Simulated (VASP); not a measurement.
# HgTe (I-4m2) in VASP: single point with PBE

Aim: the single point of HgTe with PBE.

All numbers are computed with VASP 6.6.1; they aren't measurements. Logs are shortened: lines on timing, memory, paths and dates and some standing lists are left out, and cuts for length are marked.

## Step 1: The cell of the first run

The structure is tetragonal, space group I-4m2 (No. 119). Conventional cell: a = 4.673 Å, b = 4.673 Å, c = 6.447 Å, α = 90.00°, β = 90.00°, γ = 90.00°. Hg (site symmetry -4m2) has 4 Te at 2.84 Å within 3.7 Å. Within 3.7 Å of Te (site symmetry -4m2) lie 4 Hg at 2.84 Å.

## Step 2: Single point, PBE (strain +0.0250 x Voigt [1, 1, 0, 0, 0, 0])

INCAR reads:

```
PREC     = Accurate       # precision mode
ENCUT    = 520            # plane-wave cutoff, eV
EDIFF    = 1E-6           # SCF threshold, eV
ISMEAR   = 0              # smearing method
SIGMA    = 0.15           # smearing width, eV
LREAL    = F              # projectors in reciprocal space
LASPH    = T              # aspherical terms in the spheres
NELM     = 100            # most SCF steps
ALGO     = Fast           # electronic algorithm
ISIF     = 2              # what is computed and relaxed
LWAVE    = F              # write WAVECAR
LCHARG   = T              # write CHGCAR
GGA      = PE             # functional
LELF     = T              # ELF
LVHAR    = T            
NBANDS   = 16             # bands
```

KPOINTS reads:

```
regular mesh
0
Gamma
  14 14 14
```

POSCAR reads:

```
HgTe
1.0
    0.0000000000      3.3040875000      3.2235000000
    3.3040875000      0.0000000000      3.2235000000
    3.3040875000      3.3040875000      0.0000000000
Hg Te
1 1
Direct
    0.0000000000      0.0000000000      0.0000000000
    0.7500000000      0.7500000000      0.7500000000
```

Potentials or basis: VASP PAW PBE potentials, release 64 (Hg, Te).

Command:

```console
$ cat potpaw_PBE.64/Hg/POTCAR potpaw_PBE.64/Te/POTCAR > POTCAR
$ mpirun -np 1 vasp_std > vasp.out
```

OUTCAR:

```text
PREC = Accurate
   ENCUT = 520
   EDIFF = 1E-6
   ISMEAR = 0
   LREAL = F
   LASPH = T
   NELM = 100
   ISIF = 2
   GGA = PE

 ion  position               nearest neighbor table
   1  0.000  0.000  0.000-   2 2.84   2 2.84   2 2.84   2 2.84
   2  0.750  0.750  0.750-   1 2.84   1 2.84   1 2.84   1 2.84

  LATTYP: Found a body centered tetragonal cell.
 ALAT       =     4.6726853538
 C/A-ratio  =     1.3797205487

  Lattice vectors:

 A1 = (   0.0000000000,  -3.3040875000,  -3.2235000000)
 A2 = (   0.0000000000,   3.3040875000,  -3.2235000000)
 A3 = (   3.3040875000,   0.0000000000,   3.2235000000)

Analysis of symmetry for initial positions (statically):
=====================================================================
 Subroutine PRICEL returns:
 Original cell was already a primitive cell.

 Routine SETGRP: Setting up the symmetry group for a
 body centered tetragonal supercell.

 Subroutine GETGRP returns: Found  8 space group operations
 (whereof  8 operations were pure point group operations)
 out of a pool of 16 trial point group operations.

The static configuration has the point symmetry D_2d.

Analysis of symmetry for dynamics (positions and initial velocities):
=====================================================================
 Subroutine PRICEL returns:
 Original cell was already a primitive cell.

 Routine SETGRP: Setting up the symmetry group for a
 body centered tetragonal supercell.

 Subroutine GETGRP returns: Found  8 space group operations
 (whereof  8 operations were pure point group operations)
 out of a pool of 16 trial point group operations.

The dynamic configuration has the point symmetry D_2d.

 Subroutine INISYM returns: Found  8 space group operations
 (whereof  8 operations are pure point group operations),
 and found     1 'primitive' translations

----------------------------------------------------------------------------------------

                                     Primitive cell

  volume of cell :      70.3819

  direct lattice vectors                    reciprocal lattice vectors
     0.000000000  3.304087500  3.223500000    -0.151327712  0.151327712  0.155110904
     3.304087500  0.000000000  3.223500000     0.151327712 -0.151327712  0.155110904
     3.304087500  3.304087500  0.000000000     0.151327712  0.151327712 -0.155110904

  length of vectors
     4.616053126  4.616053126  4.672685354     0.264309563  0.264309563  0.264309563

  position of ions in fractional coordinates (direct lattice)
     0.000000000  0.000000000  0.000000000
     0.750000000  0.750000000  0.750000000

  ion indices of the primitive-cell ions
   primitive index   ion index
                 1           1
                 2           2

----------------------------------------------------------------------------------------

 KPOINTS: regular mesh

Automatic generation of k-mesh.
 Grid dimensions read from file:
 generate k-points for:   14   14   14

 Generating k-lattice:

  Cartesian coordinates                     Fractional coordinates (reciprocal lattice)
    -0.010809122  0.010809122  0.011079350     0.071428571  0.000000000  0.000000000
     0.010809122 -0.010809122  0.011079350     0.000000000  0.071428571  0.000000000
     0.010809122  0.010809122 -0.011079350     0.000000000  0.000000000  0.071428571

  Length of vectors
     0.018879255  0.018879255  0.018879255

  Shift w.r.t. Gamma in fractional coordinates (k-lattice)
     0.000000000  0.000000000  0.000000000

 Subroutine IBZKPT returns following result:
 ===========================================

 Found    244 irreducible k-points:

 Following reciprocal coordinates:
            Coordinates               Weight
  0.000000  0.000000  0.000000      1.000000
  0.071429 -0.000000  0.000000      8.000000
  0.142857 -0.000000  0.000000      8.000000
  0.214286  0.000000  0.000000      8.000000
  0.285714 -0.000000  0.000000      8.000000
  0.357143  0.000000  0.000000      8.000000
[... 16 lines left out ...]
  0.214286  0.142857  0.000000      8.000000
  0.285714  0.142857  0.000000      8.000000
 [... further k-points ...]
   k-points           NKPTS =    244   k-points in BZ     NKDIM =    244   number of bands    NBANDS=     16
   number of dos      NEDOS =    301   number of ions     NIONS =      2
   total plane-waves  NPLWV =  46656
   dimension x,y,z NGX =    36 NGY =   36 NGZ =   36
   dimension x,y,z NGXF=    72 NGYF=   72 NGZF=   72
   ions per type =               1   1
   NGX,Y,Z   is equivalent  to a cutoff of  12.97, 12.97, 12.81 a.u.
   NGXF,Y,Z  is equivalent  to a cutoff of  25.93, 25.93, 25.62 a.u.
 SYSTEM =  unknown system
   PREC   = accura    normal or accurate (medium, high low for compatibility)
   ISTART =      0    job   : 0-new  1-cont  2-samecut
   ICHARG =      2    charge: 1-file 2-atom 10-const
   ISPIN  =      1    spin polarized calculation?
   LNONCOLLINEAR =      F non collinear calculations
   LSORBIT =      F    spin-orbit coupling
   LASPH  =      T    aspherical Exc in radial PAW
   ENCUT  =  520.0 eV  38.22 Ry    6.18 a.u.   8.58  8.58  8.69*2*pi/ulx,y,z
   NELM   =    100;   NELMIN=  2; NELMDL= -5     # of ELM steps
   EDIFF  = 0.1E-05   stopping-criterion for ELM
   LREAL  =      F    real-space projection
   EDIFFG = 0.1E-04   stopping-criterion for IOM
   NSW    =      0    number of steps for IOM
   IBRION =     -1    ionic relax: 0-MD 1-quasi-New 2-CG
   NFREE  =      0    steps in history (QN), initial steepest desc. (CG)
   ISIF   =      2    stress and relaxation
   ISYM   =      2    0-nonsym 1-usesym 2-fastsym
   POTIM  = 0.5000    time-step for ionic-motion
   TEBEG  =    0.0;   TEEND  =   0.0 temperature during run
   PSTRESS=    0.0 pullay stress
   NELECT =      18.0000    total number of electrons
   NUPDOWN=      -1.0000    fix difference up-down
   EMIN   =  10.00;   EMAX   =-10.00  energy-range for DOS
   EFERMI =   0.00;   METHOD = LEGACY
   ISMEAR =     0;   SIGMA  =   0.15  broadening in eV -4-tet -1-fermi 0-gaus
   EFERMI_NEDOS =   21; number of points for ismear=-14 and -15
   IALGO  =     68    algorithm
   IMIX   =      4    mixing-type and parameters
     AMIX     =   0.40;   BMIX     =  1.00
     AMIX_MAG =   1.60;   BMIX_MAG =  1.00
  volume/ion in A,a.u.               =      35.19       237.48
  Fermi-wavevector in a.u.,A,eV,Ry     =   1.039151  1.963711 14.692050  1.079835
  Thomas-Fermi vector in A             =   2.173668
   LORBIT       =      0    0 simple, 1 ext, 2 COOP (PROOUT), +10 PAW based schemes
   GGA     = PE    functional components
   LHFCALC =     F    Hartree Fock is set to
   AEXX    =    0.0000 exact exchange contribution
   IVDW    =     0    specifies the selected vdW correction
   LEPSILON=     F    determine dielectric tensor
   LRPA    =     F    only Hartree local field effects (RPA)
 non-spin polarized calculation
 RMM-DIIS sequential band-by-band and
 Gauss-broadening in eV      SIGMA  =   0.15
  energy-cutoff  :      520.00
  volume of cell :       70.38
 maximum number of plane-waves:      1936
   NGX = 17   NGY = 17   NGZ = 17

 number of electron      18.0000003 magnetization

 Free energy of the ion-electron system (eV)
  ---------------------------------------------------
  ext. energy  EPLUGINS =         0.00000000
  ---------------------------------------------------
  free energy    TOTEN  =        -3.63333963 eV

  energy without entropy =       -3.63307356  energy(sigma->0) =       -3.63320660

 E-fermi :   2.8042     XC(G=0):  -8.5557

 val. band max:        2.7157928084   @ k =   0.0000   0.0000   0.0000
 cond. band min:       2.9916140527   @ k =   0.0714  -0.0000   0.0000
 fundamental gap:      0.2758212443
 Fermi energy:         2.8042204006

 k-point     1 :       0.0000    0.0000    0.0000
  band No.  band energies     occupation
      1      -9.0302      2.00000
      2      -4.4534      2.00000
      3      -4.4534      2.00000
      4      -4.4482      2.00000
      5      -3.9789      2.00000
      6      -3.9641      2.00000
[... 8 lines left out ...]
     15      12.0060      0.00000
     16      12.2948      0.00000

 k-point     2 :       0.0714   -0.0000    0.0000
  band No.  band energies     occupation
      1      -9.0066      2.00000
      2      -4.4469      2.00000
      3      -4.4462      2.00000
      4      -4.4399      2.00000
      5      -3.9794      2.00000
      6      -3.9651      2.00000
[... 8 lines left out ...]
     15      11.6100      0.00000
     16      11.8198      0.00000

 k-point     3 :       0.1429   -0.0000    0.0000
  band No.  band energies     occupation
      1      -8.9391      2.00000
      2      -4.4289      2.00000
      3      -4.4262      2.00000
      4      -4.4102      2.00000
      5      -3.9799      2.00000
      6      -3.9672      2.00000
[... 8 lines left out ...]
     15      11.2301      0.00000
     16      11.4063      0.00000

 k-point     4 :       0.2143    0.0000    0.0000
  band No.  band energies     occupation
      1      -8.8386      2.00000
      2      -4.4045      2.00000
      3      -4.3999      2.00000
      4      -4.3457      2.00000
      5      -3.9784      2.00000
      6      -3.9683      2.00000
[... 8 lines left out ...]
     15      11.0931      0.00000
     16      11.2329      0.00000
[... 324 lines left out ...]
 k-point    22 :       0.1429    0.1429    0.0000
  band No.  band energies     occupation
      1      -8.9062      2.00000
      2      -4.4294      2.00000
      3      -4.4041      2.00000
      4      -4.4041      2.00000
      5      -3.9797      2.00000
      6      -3.9671      2.00000
[... 8 lines left out ...]
     15      10.8489      0.00000
     16      12.1221      0.00000

 k-point    23 :       0.2143    0.1429    0.0000
  band No.  band energies     occupation
      1      -8.8301      2.00000
      2      -4.4112      2.00000
      3      -4.3773      2.00000
      4      -4.3670      2.00000
      5      -3.9837      2.00000
      6      -3.9617      2.00000
[... 8 lines left out ...]
     15      11.4251      0.00000
     16      12.0307      0.00000

 k-point    24 :       0.2857    0.1429    0.0000
  band No.  band energies     occupation
      1      -8.7290      2.00000
      2      -4.3842      2.00000
      3      -4.3492      2.00000
      4      -4.2949      2.00000
      5      -3.9793      2.00000
      6      -3.9558      2.00000
[... 8 lines left out ...]
     15      11.7562      0.00000
     16      12.0406      0.00000

 [... further k-points ...]

------------------------ aborting loop because EDIFF is reached ----------------------------------------

  FORCE on cell =-STRESS in cart. coord.  units (eV):
  Direction    XX          YY          ZZ          XY          YZ          ZX
  --------------------------------------------------------------------------------------
  -------------------------------------------------------------------------------------
  Total        0.7054165      0.7054165      0.8478694      0.0000000     -0.0000000     -0.0000000
  in kB       16.0581470     16.0581470     19.3009546      0.0000000     -0.0000000     -0.0000000
  external PRESSURE =      17.1390829 kB  Pullay stress =       0.0000000 kB

 VOLUME and BASIS-vectors are now :
 -----------------------------------------------------------------------------
  energy-cutoff  :      520.00
  volume of cell :       70.38
      direct lattice vectors                 reciprocal lattice vectors
     0.000000000  3.304087500  3.223500000    -0.151327712  0.151327712  0.155110904
     3.304087500  0.000000000  3.223500000     0.151327712 -0.151327712  0.155110904
     3.304087500  3.304087500  0.000000000     0.151327712  0.151327712 -0.155110904

 POSITION                                       TOTAL-FORCE (eV/Angst)
 -----------------------------------------------------------------------------------
      0.00000      0.00000      0.00000        -0.000000      0.000000      0.000000
      4.95613      4.95613      4.83525         0.000000     -0.000000     -0.000000
 -----------------------------------------------------------------------------------
    total drift:                                0.000000      0.000000     -0.000000

  FREE ENERGIE OF THE ION-ELECTRON SYSTEM (eV)
  ---------------------------------------------------
  free  energy   TOTEN  =        -3.6333396332 eV

  energy  without entropy=       -3.6330735574  energy(sigma->0) =       -3.63320660
```

Wall time 90 s (1 thread of Intel Xeon 6975P-C (Granite Rapids), shared host); peak memory 0.43 GiB.

Results:

| Quantity | Value |
| --- | --- |
| Free energy | -3.6333 eV |
| Pressure | 1.7 GPa |

Caveat: the cell differs from its parent crystal (strain +0.0250 x Voigt [1, 1, 0, 0, 0, 0]); spin-orbit coupling is left out, which moves the levels of the heavy elements.
